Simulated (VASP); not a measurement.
A run of VASP 6.6.1 is set up as follows.

The input POSCAR:

```
Ta
1.0
    0.0000000000      2.1115096340      2.1115096340
    2.1115096340      0.0000000000      2.1115096340
    2.1115096340      2.1115096340      0.0000000000
Ta
1
Direct
    0.0000000000      0.0000000000      0.0000000000
```

File INCAR.step1:

```
SYSTEM = Ta
PREC = Accurate
ENCUT = 520
ISMEAR = 0
SIGMA = 0.1
LREAL = .False.
LASPH = .True.
NELM = 100
NBANDS = 12
GGA = PE
ALGO = Normal
EDIFF = 1E-4
LWAVE = .True.
LCHARG = .False.
```

File INCAR.step2:

```
SYSTEM = Ta
PREC = Accurate
ENCUT = 520
EDIFF = 1E-6
ISMEAR = 0
SIGMA = 0.1
LREAL = .False.
LASPH = .True.
NELM = 100
ALGO = Normal
ISIF = 2
LWAVE = .False.
LCHARG = .False.
METAGGA = R2SCAN
LMIXTAU = .True.
NBANDS = 12
ISTART = 1
```

File KPOINTS:

```
regular mesh
0
Gamma
  18 18 18
  0 0 0
```

Potentials or basis: VASP PAW PBE potentials, release 64 (Ta_pv).

The run is started by

```sh
$ cat potpaw_PBE.64/Ta_pv/POTCAR > POTCAR
$ cp INCAR.step1 INCAR
$ mpirun -np 1 vasp_std > vasp.out
$ cp INCAR.step2 INCAR
$ mpirun -np 1 vasp_std > vasp.out
```

Question: Estimate the pressure.

Answer: -1.6 GPa.

Question: Predict the band gap on the k mesh.

Answer: Zero (an odd number of electrons rules out a gap without spin polarisation).

Caveat: the PAW data sets were made with another functional, which shifts forces and pressure a little; spin-orbit coupling is left out, which moves the levels of the heavy elements.
